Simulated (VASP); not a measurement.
Os: single point with PBEsol

Os:

```
Os
1.0
     2.56406    0.00000    0.00000
     0.00000    2.56406    0.00000
     0.00000    0.00000    2.56406
Os
1
Direct
  0.00000 0.00000 0.00000
```

This cell differs from its parent crystal: volume scaled by 1.04.

* Program: VASP 6.6.1
* Task: single point
* Functional: PBEsol
* Potentials or basis: VASP PAW PBE potentials, release 64 (Os)
* Cutoff: 520 eV
* k mesh: 14 × 14 × 14
* Occupations: fermi-dirac, width 0.1 eV
* Spin: no spin polarisation

The pressure is -10.3 GPa. The band gap on the k mesh is zero (band 4 reaches 11.73 eV, above the bottom of band 5 at 5.94 eV).

Levels at points of the mesh, in eV from the Fermi level:
```
           k point  band 1  band 2  band 3  band 4  band 5  band 6  band 7  band 8  band 9
(0.00, 0.00, 0.00)   -9.41   -5.85   -5.85    2.25    2.25    2.25   15.40   15.40   15.40
(0.50, 0.00, 0.00)   -6.20   -5.03   -1.16   -0.94   -0.94    2.58    7.00   15.69   19.92
(0.50, 0.50, 0.00)   -6.57   -4.47   -0.32   -0.32    4.44    4.44    4.62   12.46   14.51
(0.50, 0.50, 0.50)   -5.15   -5.15   -5.15    4.85    4.85    8.48   11.04   11.04   11.04
```

Run time: 5.4 s on 1 thread of Intel(R) Xeon(R) 6975P-C (Granite Rapids) (shared host), peak memory 0.14 GiB.

Caveat: the PAW data sets were made with another functional, which shifts forces and pressure a little; spin-orbit coupling is left out, which moves the levels of the heavy elements.
